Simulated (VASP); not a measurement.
A run of VASP 6.6.1 is set up as follows.

Contents of INCAR:

```
PREC = Accurate
ENCUT = 600
EDIFF = 1E-6
ISMEAR = 0
SIGMA = 0.1
LREAL = False
LASPH = True
NELM = 80
ALGO = Normal
ISIF = 3
LWAVE = False
LCHARG = False
GGA = PS
IBRION = 2
NSW = 100
EDIFFG = -0.005
```

KPOINTS

```
regular mesh
0
Gamma
  18 18 12
```

The input POSCAR:

```
TiB2
1.0
    2.9843719800      0.0000000000      0.0000000000
   -1.4921859900      2.5845419500      0.0000000000
    0.0000000000      0.0000000000      3.3261155200
Ti B
1 2
Direct
    0.0000000000      0.0000000000      0.0000000000
    0.3333333300      0.6666666700      0.5000000000
    0.6666666700      0.3333333300      0.5000000000
```

Potentials or basis: VASP PAW PBE potentials, release 64 (Ti_sv, B).

Launch:

```bash
$ cat potpaw_PBE.64/Ti_sv/POTCAR potpaw_PBE.64/B/POTCAR > POTCAR
$ mpirun -np 1 vasp_std > vasp.out
```

Q: Estimate the space group after relaxing (to 0.05 Å).

A: P6/mmm (No. 191).

Q: Predict the band gap on the k mesh.

A: Zero (band 9 reaches 10.59 eV, above the bottom of band 10 at 9.88 eV).

The path:
| step | energy change (eV) | largest force (eV/Å) | pressure (GPa) | volume (Å³) |
| --- | --- | --- | --- | --- |
| 1 | 0.0000 | 0.0000 | -2.90 | 25.66 |
| 2 | -0.0662 | 0.0000 | 0.83 | 25.06 |
| 3 | -0.0663 | 0.0000 | 0.71 | 25.08 |
| 4 | -0.0663 | 0.0000 | 0.60 | 25.10 |
| 5 | -0.0663 | 0.0000 | -0.71 | 25.22 |
| 6 | -0.0664 | 0.0000 | -0.08 | 25.15 |
| 7 | -0.0665 | 0.0000 | -0.03 | 25.14 |

Caveat: the PAW data sets were made with another functional, which shifts forces and pressure a little.
